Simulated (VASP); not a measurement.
# Ir (Pm-3m) in VASP: notebook, part 2 of 2

VASP 6.6.1.

## Step 3: Single point, PBE (volume scaled by 1.12)

File INCAR:

```
PREC     = Accurate       # precision mode
ENCUT    = 520            # plane-wave cutoff, eV
EDIFF    = 1E-6           # SCF threshold, eV
ISMEAR   = -1             # smearing method
SIGMA    = 0.1            # smearing width, eV
LREAL    = F              # projectors in reciprocal space
LASPH    = T              # aspherical terms in the spheres
NELM     = 80             # most SCF steps
ALGO     = Normal         # electronic algorithm
ISIF     = 2              # what is computed and relaxed
LWAVE    = F              # write WAVECAR
LCHARG   = F              # write CHGCAR
GGA      = PE             # functional
NBANDS   = 10             # bands
```

File KPOINTS:

```
Automatic mesh
0
Gamma
  20 20 20
```

File POSCAR:

```
Ir
1.0
    2.6716155168      0.0000000000      0.0000000000
    0.0000000000      2.6716155168      0.0000000000
    0.0000000000      0.0000000000      2.6716155168
Ir
1
Direct
    0.0000000000      0.0000000000      0.0000000000
```

Potentials or basis: VASP PAW PBE potentials, release 64 (Ir).

Launch:

```bash
$ cat potpaw_PBE.64/Ir/POTCAR > POTCAR
$ mpirun -np 1 vasp_std > vasp.out
```

It took 64 s on 1 thread of AMD EPYC 7R13, shared host; peak memory 0.14 GiB.

Results (log left out):

```yaml
Free_energy: -7.7370 eV
Pressure: -20.9 GPa
```

Levels at points of the mesh, in eV from the Fermi level:
| k point | band 2 | band 3 | band 4 | band 5 | band 6 | band 7 |
| --- | --- | --- | --- | --- | --- | --- |
| (0.00, 0.00, 0.00) | -5.02 | -5.02 | 1.03 | 1.03 | 1.03 | 14.83 |
| (0.50, 0.00, 0.00) | -4.42 | -1.20 | -1.20 | -0.46 | 1.25 | 4.95 |
| (0.50, 0.50, 0.00) | -4.04 | -0.78 | -0.78 | 2.72 | 4.37 | 4.37 |
| (0.50, 0.50, 0.50) | -4.26 | -4.26 | 2.87 | 2.87 | 9.67 | 9.80 |

Caveat: spin-orbit coupling is left out, which moves the levels of the heavy elements.

## Step 4: Single point, PBE, collinear spin, ferromagnetic start (volume scaled by 0.92)

File INCAR:

```
PREC = Accurate
ENCUT = 520
EDIFF = 1E-6
ISMEAR = -1
SIGMA = 0.05
LREAL = False
LASPH = True
NELM = 150
ALGO = Normal
ISIF = 2
LWAVE = False
LCHARG = False
ISPIN = 2
MAGMOM = 1
LORBIT = 11
LMAXMIX = 4
GGA = PE
NBANDS = 14
```

KPOINTS is that of step 3.

File POSCAR:

```
Ir
1.0
    2.5013123429      0.0000000000      0.0000000000
    0.0000000000      2.5013123429      0.0000000000
    0.0000000000      0.0000000000      2.5013123429
Ir
1
Direct
    0.0000000000      0.0000000000      0.0000000000
```

Launch:

```bash
$ cat potpaw_PBE.64/Ir/POTCAR > POTCAR
$ mpirun -np 1 vasp_std > vasp.out
```

Run time: 94 s. Hardware: 1 thread of AMD EPYC 9R14 (Zen 4), shared host; peak memory 0.17 GiB.

Results (log left out):

* Free energy: -7.7718 eV
* Pressure: 25.0 GPa
* Net moment: 0.00 μB per cell
* Valence electrons inside the program's atomic spheres: Ir 8.50

Levels at points of the mesh, in eV from the Fermi level:
Spin up:
```tsv
k point	band 1	band 2	band 3	band 4	band 5	band 6	band 7	band 8
(0.00, 0.00, 0.00)	-9.82	-6.64	-6.64	1.50	1.50	1.50	16.15	16.15
(0.50, 0.00, 0.00)	-6.69	-5.83	-1.64	-1.64	-1.17	1.82	6.60	16.42
(0.50, 0.50, 0.00)	-7.20	-5.16	-1.04	-1.04	3.82	4.67	4.67	12.60
(0.50, 0.50, 0.50)	-5.80	-5.80	-5.80	4.05	4.05	9.01	11.53	11.53
```
Spin down:
| k point | band 1 | band 2 | band 3 | band 4 | band 5 | band 6 | band 7 | band 8 | band 9 |
| --- | --- | --- | --- | --- | --- | --- | --- | --- | --- |
| (0.00, 0.00, 0.00) | -9.82 | -6.64 | -6.64 | 1.50 | 1.50 | 1.50 | 16.15 | 16.15 | 16.15 |
| (0.50, 0.00, 0.00) | -6.69 | -5.83 | -1.64 | -1.64 | -1.17 | 1.82 | 6.60 | 16.42 | 20.76 |
| (0.50, 0.50, 0.00) | -7.20 | -5.16 | -1.04 | -1.04 | 3.82 | 4.67 | 4.67 | 12.60 | 14.78 |
| (0.50, 0.50, 0.50) | -5.80 | -5.80 | -5.80 | 4.05 | 4.05 | 9.01 | 11.53 | 11.53 | 11.53 |

Caveat: spin-orbit coupling is left out, which moves the levels of the heavy elements.

## Step 5: Single point, PBE, collinear spin, ferromagnetic start (volume scaled by 0.96)

File INCAR:

```
SYSTEM = Ir
  PREC = Accurate
  ENCUT = 520
  EDIFF = 1E-6
  ISMEAR = -1
  SIGMA = 0.05
  LREAL = .FALSE.
  LASPH = .TRUE.
  NELM = 150
  ALGO = Normal
  ISIF = 2
  LWAVE = .FALSE.
  LCHARG = .FALSE.
  ISPIN = 2
  MAGMOM = 1
  LORBIT = 11
  LMAXMIX = 4
  GGA = PE
  NBANDS = 14
```

File KPOINTS:

```
regular mesh
0
G
  20 20 20
  0 0 0
```

File POSCAR:

```
Ir
1.0
    2.5370502048      0.0000000000      0.0000000000
    0.0000000000      2.5370502048      0.0000000000
    0.0000000000      0.0000000000      2.5370502048
Ir
1
Direct
    0.0000000000      0.0000000000      0.0000000000
```

Potentials or basis: VASP PAW PBE potentials, release 64 (Ir).

Launch:

```bash
$ cat potpaw_PBE.64/Ir/POTCAR > POTCAR
$ mpirun -np 1 vasp_std > vasp.out
```

OUTCAR:

```text
SYSTEM = Ir
   PREC = Accurate
   ENCUT = 520
   EDIFF = 1E-6
   ISMEAR = -1
   LREAL = .FALSE.
   LASPH = .TRUE.
   NELM = 150
   ISIF = 2
   ISPIN = 2
   LORBIT = 11
   GGA = PE

 ion  position               nearest neighbor table
   1  0.000  0.000  0.000-

  LATTYP: Found a simple cubic cell.
 ALAT       =     2.5370502048

  Lattice vectors:

 A1 = (   2.5370502048,   0.0000000000,   0.0000000000)
 A2 = (   0.0000000000,   2.5370502048,   0.0000000000)
[... 1025 lines left out ...]
  --------------------------------------------------------------------------------------
  -------------------------------------------------------------------------------------
  Total        1.1072371      1.1072371      1.1072371      0.0000000     -0.0000000     -0.0000000
  in kB      108.6335621    108.6335621    108.6335621      0.0000000     -0.0000000     -0.0000000
  external PRESSURE =     108.6335621 kB  Pullay stress =       0.0000000 kB

 VOLUME and BASIS-vectors are now :
 -----------------------------------------------------------------------------
  energy-cutoff  :      520.00
  volume of cell :       16.33
      direct lattice vectors                 reciprocal lattice vectors
     2.537050205  0.000000000  0.000000000     0.394158538  0.000000000  0.000000000
     0.000000000  2.537050205  0.000000000     0.000000000  0.394158538  0.000000000
     0.000000000  0.000000000  2.537050205     0.000000000  0.000000000  0.394158538

 POSITION                                       TOTAL-FORCE (eV/Angst)
 -----------------------------------------------------------------------------------
      0.00000      0.00000      0.00000         0.000000      0.000000      0.000000
 -----------------------------------------------------------------------------------
    total drift:                               -0.000000     -0.000000     -0.000000

  FREE ENERGIE OF THE ION-ELECTRON SYSTEM (eV)
  ---------------------------------------------------
  free  energy   TOTEN  =        -7.8469283119 eV

  energy  without entropy=       -7.8366592237  energy(sigma->0) =       -7.84179377

 total charge

# of ion       s       p       d       tot
------------------------------------------
    1        0.748   0.556   7.064   8.368

 magnetization (x)

# of ion       s       p       d       tot
------------------------------------------
    1       -0.000  -0.000  -0.000  -0.000
```

Run time: 93 s. Hardware: 1 thread of AMD EPYC 9R14 (Zen 4), shared host; peak memory 0.17 GiB.

What came out:

* Free energy: -7.8469 eV
* Pressure: 10.9 GPa
* Net moment: 0.00 μB per cell
* Valence electrons inside the program's atomic spheres: Ir 8.37

Levels at points of the mesh, in eV from the Fermi level:
Spin up:
```tsv
k point	band 1	band 2	band 3	band 4	band 5	band 6	band 7	band 8	band 9
(0.00, 0.00, 0.00)	-9.42	-6.25	-6.25	1.39	1.39	1.39	15.86	15.86	15.86
(0.50, 0.00, 0.00)	-6.39	-5.49	-1.53	-1.53	-1.01	1.68	6.21	16.40	20.43
(0.50, 0.50, 0.00)	-6.74	-4.89	-0.97	-0.97	3.56	4.60	4.60	11.90	14.44
(0.50, 0.50, 0.50)	-5.43	-5.43	-5.43	3.76	3.76	9.19	11.11	11.11	11.11
```
Spin down:
```tsv
k point	band 2	band 3	band 4	band 5	band 6	band 7
(0.00, 0.00, 0.00)	-6.25	-6.25	1.39	1.39	1.39	15.86
(0.50, 0.00, 0.00)	-5.49	-1.53	-1.53	-1.01	1.68	6.21
(0.50, 0.50, 0.00)	-4.89	-0.97	-0.97	3.56	4.60	4.60
(0.50, 0.50, 0.50)	-5.43	-5.43	3.76	3.76	9.19	11.11
```

Caveat: spin-orbit coupling is left out, which moves the levels of the heavy elements.

## Step 6: The runs side by side

```tsv
task	spin	cell	k mesh	cutoff (eV)	smearing	gap on the mesh (eV)	pressure (GPa)	moment (μB)
relaxation of cell and atoms	off	relaxed from a = 2.482 Å, 1 atom	13 × 13 × 13	600	fermi-dirac 0.1 eV	none	0.0	-
single point	off	a = 2.672 Å, 1 atom	20 × 20 × 20	520	fermi-dirac 0.1 eV	none	-20.9	-
single point	collinear, ferromagnetic start	a = 2.501 Å, 1 atom	20 × 20 × 20	520	fermi-dirac 0.05 eV	none	25.0	0.00
single point	collinear, ferromagnetic start	a = 2.537 Å, 1 atom	20 × 20 × 20	520	fermi-dirac 0.05 eV	none	10.9	0.00
```

Alike in all rows: level PBE; potentials or basis VASP PAW PBE potentials, release 64 (Ir).

Caveats: spin-orbit coupling is left out, which moves the levels of the heavy elements.

Absolute energies hang on the potentials; compare differences alone.
